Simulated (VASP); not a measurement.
# InSb3 (P1) in VASP: single point with PBE

Aim: the single point of InSb3 with PBE.

Program: VASP 6.6.1. These are calculated values, not measurements. Logs are shortened: lines on timing, memory, paths and dates and some standing lists are left out, and cuts for length are marked.

### Step 1. The cell of the first run

The typed cell holds 4 atoms: a = 4.806 Å, b = 4.806 Å, c = 4.806 Å, α = 90.00°, β = 90.00°, γ = 90.00°.

### Step 2. Single point, PBE

INCAR

```
SYSTEM = InSb3
  ALGO = Normal
  EDIFF = 1E-6
  ENCUT = 500
  GGA = PE
  GGA_COMPAT = .FALSE.
  ISIF = 2
  ISMEAR = 0
  LASPH = .TRUE.
  LCHARG = .FALSE.
  LREAL = .FALSE.
  LWAVE = .FALSE.
  NBANDS = 22
  NELM = 120
  PREC = Accurate
  SIGMA = 0.01
```

KPOINTS

```
k-points
0
G
  2 2 2
  0 0 0
```

POSCAR

```
InSb3
1.0
    4.8064000000      0.0000000000      0.0000000000
    0.0000000000      4.8064000000      0.0000000000
    0.0000000000      0.0000000000      4.8064000000
In Sb
1 3
Direct
    0.0005759434      0.0001573094     -0.0002023677
    0.5000456119      0.0009571869      0.5001441793
    0.0000624095      0.4987956170      0.4995387016
    0.4993488719      0.5000988555      0.0005079491
```

Potentials or basis: VASP PAW PBE potentials, release 64 (In_d, Sb).

The run is started by

```
cat potpaw_PBE.64/In_d/POTCAR potpaw_PBE.64/Sb/POTCAR > POTCAR
mpirun -np 1 vasp_std > vasp.out
```

OUTCAR:

```text
SYSTEM = InSb3
   EDIFF = 1E-6
   ENCUT = 500
   GGA = PE
   ISIF = 2
   ISMEAR = 0
   LASPH = .TRUE.
   LREAL = .FALSE.
   NELM = 120
   PREC = Accurate

 ion  position               nearest neighbor table
   1  0.001  0.000  1.000-   3 3.39   4 3.39   4 3.39   3 3.39   2 3.40   2 3.40   2 3.40   2 3.40
                             3 3.40   4 3.40   4 3.40   3 3.40
   2  0.500  0.001  0.500-   3 3.39   3 3.39   4 3.39   1 3.40   4 3.40   1 3.40   1 3.40   4 3.40
                             1 3.40   4 3.40   3 3.41   3 3.41
   3  0.000  0.499  0.500-   2 3.39   2 3.39   4 3.39   1 3.39   1 3.39   4 3.40   4 3.40   1 3.40
                             1 3.40   4 3.40   2 3.41   2 3.41
   4  0.499  0.500  0.001-   3 3.39   1 3.39   2 3.39   1 3.39   2 3.40   3 3.40   3 3.40   2 3.40
                             1 3.40   2 3.40   1 3.40   3 3.40

  LATTYP: Found a simple cubic cell.
 ALAT       =     4.8064000000

  Lattice vectors:

 A1 = (   4.8064000000,   0.0000000000,   0.0000000000)
 A2 = (   0.0000000000,   4.8064000000,   0.0000000000)
 A3 = (   0.0000000000,   0.0000000000,   4.8064000000)

Analysis of symmetry for initial positions (statically):
=====================================================================
 Subroutine PRICEL returns:
 Original cell was already a primitive cell.

 Routine SETGRP: Setting up the symmetry group for a
 simple cubic supercell.

 Subroutine GETGRP returns: Found  1 space group operations
 (whereof  1 operations were pure point group operations)
 out of a pool of 48 trial point group operations.

The static configuration has the point symmetry C_1 .

Analysis of symmetry for dynamics (positions and initial velocities):
=====================================================================
 Subroutine PRICEL returns:
 Original cell was already a primitive cell.

 Routine SETGRP: Setting up the symmetry group for a
 simple cubic supercell.

 Subroutine GETGRP returns: Found  1 space group operations
 (whereof  1 operations were pure point group operations)
 out of a pool of 48 trial point group operations.

The dynamic configuration has the point symmetry C_1 .

 Subroutine INISYM returns: Found  1 space group operations
 (whereof  1 operations are pure point group operations),
 and found     1 'primitive' translations

----------------------------------------------------------------------------------------

                                     Primitive cell

  volume of cell :     111.0350

  direct lattice vectors                    reciprocal lattice vectors
     4.806400000  0.000000000  0.000000000     0.208055925  0.000000000  0.000000000
     0.000000000  4.806400000  0.000000000     0.000000000  0.208055925  0.000000000
     0.000000000  0.000000000  4.806400000     0.000000000  0.000000000  0.208055925

  length of vectors
     4.806400000  4.806400000  4.806400000     0.208055925  0.208055925  0.208055925

  position of ions in fractional coordinates (direct lattice)
     0.000575943  0.000157309  0.999797632
     0.500045612  0.000957187  0.500144179
     0.000062410  0.498795617  0.499538702
     0.499348872  0.500098855  0.000507949

  ion indices of the primitive-cell ions
   primitive index   ion index
                 1           1
                 2           2
                 3           3
                 4           4

----------------------------------------------------------------------------------------

 KPOINTS: k-points

Automatic generation of k-mesh.
 Grid dimensions read from file:
 generate k-points for:    2    2    2

 Generating k-lattice:

  Cartesian coordinates                     Fractional coordinates (reciprocal lattice)
     0.104027963  0.000000000  0.000000000     0.500000000  0.000000000  0.000000000
     0.000000000  0.104027963  0.000000000     0.000000000  0.500000000  0.000000000
     0.000000000  0.000000000  0.104027963     0.000000000  0.000000000  0.500000000

  Length of vectors
     0.104027963  0.104027963  0.104027963

  Shift w.r.t. Gamma in fractional coordinates (k-lattice)
     0.000000000  0.000000000  0.000000000

 Subroutine IBZKPT returns following result:
 ===========================================

 Found      8 irreducible k-points:

 Following reciprocal coordinates:
            Coordinates               Weight
  0.000000  0.000000  0.000000      1.000000
  0.500000  0.000000  0.000000      1.000000
  0.000000  0.500000  0.000000      1.000000
  0.000000  0.000000  0.500000      1.000000
  0.500000  0.500000  0.000000      1.000000
  0.000000  0.500000  0.500000      1.000000
  0.500000  0.000000  0.500000      1.000000
  0.500000  0.500000  0.500000      1.000000
   k-points           NKPTS =      8   k-points in BZ     NKDIM =      8   number of bands    NBANDS=     22
   number of dos      NEDOS =    301   number of ions     NIONS =      4
   total plane-waves  NPLWV =  46656
   dimension x,y,z NGX =    36 NGY =   36 NGZ =   36
   dimension x,y,z NGXF=    72 NGYF=   72 NGZF=   72
   ions per type =               1   3
   NGX,Y,Z   is equivalent  to a cutoff of  12.45, 12.45, 12.45 a.u.
   NGXF,Y,Z  is equivalent  to a cutoff of  24.90, 24.90, 24.90 a.u.
 SYSTEM =  InSb3
   PREC   = accura    normal or accurate (medium, high low for compatibility)
   ISTART =      0    job   : 0-new  1-cont  2-samecut
   ICHARG =      2    charge: 1-file 2-atom 10-const
   ISPIN  =      1    spin polarized calculation?
   LNONCOLLINEAR =      F non collinear calculations
   LSORBIT =      F    spin-orbit coupling
   LASPH  =      T    aspherical Exc in radial PAW
   ENCUT  =  500.0 eV  36.75 Ry    6.06 a.u.   8.76  8.76  8.76*2*pi/ulx,y,z
   NELM   =    120;   NELMIN=  2; NELMDL= -5     # of ELM steps
   EDIFF  = 0.1E-05   stopping-criterion for ELM
   LREAL  =      F    real-space projection
   EDIFFG = 0.1E-04   stopping-criterion for IOM
   NSW    =      0    number of steps for IOM
   IBRION =     -1    ionic relax: 0-MD 1-quasi-New 2-CG
   NFREE  =      0    steps in history (QN), initial steepest desc. (CG)
   ISIF   =      2    stress and relaxation
   ISYM   =      2    0-nonsym 1-usesym 2-fastsym
   POTIM  = 0.5000    time-step for ionic-motion
   TEBEG  =    0.0;   TEEND  =   0.0 temperature during run
   PSTRESS=    0.0 pullay stress
   NELECT =      28.0000    total number of electrons
   NUPDOWN=      -1.0000    fix difference up-down
   EMIN   =  10.00;   EMAX   =-10.00  energy-range for DOS
   EFERMI =   0.00;   METHOD = LEGACY
   ISMEAR =     0;   SIGMA  =   0.01  broadening in eV -4-tet -1-fermi 0-gaus
   EFERMI_NEDOS =   21; number of points for ismear=-14 and -15
   IALGO  =     38    algorithm
   IMIX   =      4    mixing-type and parameters
     AMIX     =   0.40;   BMIX     =  1.00
     AMIX_MAG =   1.60;   BMIX_MAG =  1.00
  volume/ion in A,a.u.               =      27.76       187.33
  Fermi-wavevector in a.u.,A,eV,Ry     =   1.034287  1.954518 14.554818  1.069749
  Thomas-Fermi vector in A             =   2.168575
   LORBIT       =      0    0 simple, 1 ext, 2 COOP (PROOUT), +10 PAW based schemes
   GGA     = PE    functional components
   LHFCALC =     F    Hartree Fock is set to
   AEXX    =    0.0000 exact exchange contribution
   IVDW    =     0    specifies the selected vdW correction
   LEPSILON=     F    determine dielectric tensor
   LRPA    =     F    only Hartree local field effects (RPA)
 non-spin polarized calculation
 Gauss-broadening in eV      SIGMA  =   0.01
  energy-cutoff  :      500.00
  volume of cell :      111.03
 maximum number of plane-waves:      2872
 NGX is ok and might be reduce to    36
   NGX = 17   NGY = 17   NGZ = 17

 number of electron      28.0000009 magnetization

 Free energy of the ion-electron system (eV)
  ---------------------------------------------------
  ext. energy  EPLUGINS =         0.00000000
  ---------------------------------------------------
  free energy    TOTEN  =       -14.45532767 eV

  energy without entropy =      -14.45532767  energy(sigma->0) =      -14.45532767

 E-fermi :   6.8834     XC(G=0): -10.0725

 val. band max:        6.7871775249   @ k =   0.0000   0.5000   0.5000
 cond. band min:       6.9926743314   @ k =   0.0000   0.0000   0.5000
 fundamental gap:      0.2054968065
 Fermi energy:         6.8834159332

 k-point     1 :       0.0000    0.0000    0.0000
  band No.  band energies     occupation
      1      -7.2723      2.00000
      2      -7.2723      2.00000
      3      -7.2580      2.00000
      4      -7.2580      2.00000
      5      -7.2580      2.00000
      6      -4.2943      2.00000
[... 14 lines left out ...]
     21      12.7316      0.00000
     22      13.0061      0.00000

 k-point     2 :       0.5000    0.0000    0.0000
  band No.  band energies     occupation
      1      -7.2680      2.00000
      2      -7.2677      2.00000
      3      -7.2677      2.00000
      4      -7.2581      2.00000
      5      -7.2577      2.00000
      6      -3.1018      2.00000
[... 14 lines left out ...]
     21      11.7599      0.00000
     22      13.9157      0.00000

 k-point     3 :       0.0000    0.5000    0.0000
  band No.  band energies     occupation
      1      -7.2680      2.00000
      2      -7.2677      2.00000
      3      -7.2677      2.00000
      4      -7.2581      2.00000
      5      -7.2577      2.00000
      6      -3.1021      2.00000
[... 14 lines left out ...]
     21      11.7599      0.00000
     22      13.9155      0.00000

 k-point     4 :       0.0000    0.0000    0.5000
  band No.  band energies     occupation
      1      -7.2680      2.00000
      2      -7.2677      2.00000
      3      -7.2677      2.00000
      4      -7.2581      2.00000
      5      -7.2577      2.00000
      6      -3.1019      2.00000
[... 14 lines left out ...]
     21      11.7598      0.00000
     22      13.9157      0.00000

 k-point     5 :       0.5000    0.5000    0.0000
  band No.  band energies     occupation
      1      -7.2876      2.00000
      2      -7.2668      2.00000
      3      -7.2667      2.00000
      4      -7.2606      2.00000
      5      -7.2458      2.00000
      6      -1.6666      2.00000
[... 14 lines left out ...]
     21      13.0239      0.00000
     22      15.2666      0.00000

 k-point     6 :       0.0000    0.5000    0.5000
  band No.  band energies     occupation
      1      -7.2876      2.00000
      2      -7.2668      2.00000
      3      -7.2667      2.00000
      4      -7.2606      2.00000
      5      -7.2458      2.00000
      6      -1.6731      2.00000
[... 14 lines left out ...]
     21      13.0241      0.00000
     22      15.2670      0.00000

 k-point     7 :       0.5000    0.0000    0.5000
  band No.  band energies     occupation
      1      -7.2876      2.00000
      2      -7.2668      2.00000
      3      -7.2668      2.00000
      4      -7.2606      2.00000
      5      -7.2458      2.00000
      6      -1.6625      2.00000
[... 14 lines left out ...]
     21      13.0238      0.00000
     22      15.2668      0.00000

 k-point     8 :       0.5000    0.5000    0.5000
  band No.  band energies     occupation
      1      -7.2844      2.00000
      2      -7.2844      2.00000
      3      -7.2843      2.00000
      4      -7.2441      2.00000
      5      -7.2441      2.00000
      6      -1.0856      2.00000
[... 14 lines left out ...]
     21      14.0787      0.00000
     22      16.1905      0.00000

------------------------ aborting loop because EDIFF is reached ----------------------------------------

  FORCE on cell =-STRESS in cart. coord.  units (eV):
  Direction    XX          YY          ZZ          XY          YZ          ZX
  --------------------------------------------------------------------------------------
  -------------------------------------------------------------------------------------
  Total       -1.8243297     -1.8240577     -1.8244577      0.0007038     -0.0003801     -0.0000131
  in kB      -26.3241394    -26.3202150    -26.3259861      0.0101559     -0.0054846     -0.0001893
  external PRESSURE =     -26.3234469 kB  Pullay stress =       0.0000000 kB

 VOLUME and BASIS-vectors are now :
 -----------------------------------------------------------------------------
  energy-cutoff  :      500.00
  volume of cell :      111.03
      direct lattice vectors                 reciprocal lattice vectors
     4.806400000  0.000000000  0.000000000     0.208055925  0.000000000  0.000000000
     0.000000000  4.806400000  0.000000000     0.000000000  0.208055925  0.000000000
     0.000000000  0.000000000  4.806400000     0.000000000  0.000000000  0.208055925

 POSITION                                       TOTAL-FORCE (eV/Angst)
 -----------------------------------------------------------------------------------
      0.00277      0.00076      4.80543         0.005918      0.001095     -0.002380
      2.40342      0.00460      2.40389         0.001661     -0.044463      0.008868
      0.00030      2.39741      2.40098        -0.012898      0.025110      0.012050
      2.40007      2.40368      0.00244         0.005319      0.018258     -0.018539
 -----------------------------------------------------------------------------------
    total drift:                               -0.000025     -0.000002     -0.000003

  FREE ENERGIE OF THE ION-ELECTRON SYSTEM (eV)
  ---------------------------------------------------
  free  energy   TOTEN  =       -14.4553276731 eV

  energy  without entropy=      -14.4553276731  energy(sigma->0) =      -14.45532767
```

Run time: 13 s. Hardware: 1 thread of Intel Xeon Platinum 8259CL at 2.50GHz (Skylake/Cascade Lake), shared host; peak memory 0.21 GiB.

What came out:

| Item | Value |
| --- | --- |
| Free energy | -14.4553 eV |
| Pressure | -2.6 GPa |
| Largest force | 0.045 eV/Å |
| Band gap on the k mesh | zero (band 14 reaches 11.37 eV, above the bottom of band 15 at 6.78 eV) |

Forces on the atoms (eV/Å):
```
In   0.006  0.001 -0.002
Sb   0.002 -0.044  0.009
Sb  -0.013  0.025  0.012
Sb   0.005  0.018 -0.019
```

Levels at points of the mesh, in eV from the Fermi level:
```csv
k point,band 11,band 12,band 13,band 14,band 15,band 16,band 17,band 18
"(0.00, 0.00, 0.00)",-3.31,-2.84,1.48,1.48,1.48,2.64,2.64,2.64
"(0.50, 0.00, 0.00)",-1.91,-1.14,-1.14,-0.10,0.11,2.93,3.17,3.17
"(0.00, 0.50, 0.00)",-1.91,-1.14,-1.14,-0.10,0.11,2.93,3.17,3.17
"(0.00, 0.00, 0.50)",-1.91,-1.14,-1.14,-0.10,0.11,2.93,3.17,3.17
"(0.50, 0.50, 0.00)",-0.66,-0.66,-0.37,-0.10,-0.10,0.40,1.87,4.26
"(0.00, 0.50, 0.50)",-0.66,-0.66,-0.37,-0.10,-0.10,0.40,1.87,4.26
"(0.50, 0.00, 0.50)",-0.66,-0.66,-0.37,-0.10,-0.10,0.40,1.87,4.26
"(0.50, 0.50, 0.50)",-4.00,-4.00,-4.00,4.49,4.49,4.61,4.61,4.61
```

Caveat: the k points lie up to 0.65 Å⁻¹ apart; spin-orbit coupling is left out, which moves the levels of the heavy elements.
